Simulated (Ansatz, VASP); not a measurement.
Two plane-wave programs on SnSe

```
Sn Se
1.0
     0.00000    3.03053    3.03053
     3.03053    0.00000    3.03053
     3.03053    3.03053    0.00000
Sn Se
1 1
Direct
  0.00000 0.00000 0.00000
  0.50000 0.50000 0.50000
```

Alike in both runs: task single point; functional PBE; k mesh 10 × 10 × 10; occupations gaussian, width 0.05 eV; no spin polarisation.

|  | VASP | Ansatz |
| --- | --- | --- |
| version | VASP 6.6.1 | Ansatz 0.2.0 |
| potentials or method | VASP PAW PBE potentials, release 64 (Sn_d, Se), cutoff 520 eV | scalar-relativistic, plane waves, PAW |
| valence electrons in the cell | 20 | 30 |

```csv
,VASP,Ansatz,Ansatz less VASP
gap on the k mesh at the Fermi level (eV),0.49,0.49,0.000
least direct gap on the mesh (eV),0.50,0.49,-0.001
pressure (GPa),0.0,0.0,+0.02
```

The functional is the same, so the differences come from potentials, cutoffs and numerics. VASP's potentials hold 20 valence electrons a cell and Ansatz's 30, so a difference there can come from the potentials and not from the codes.
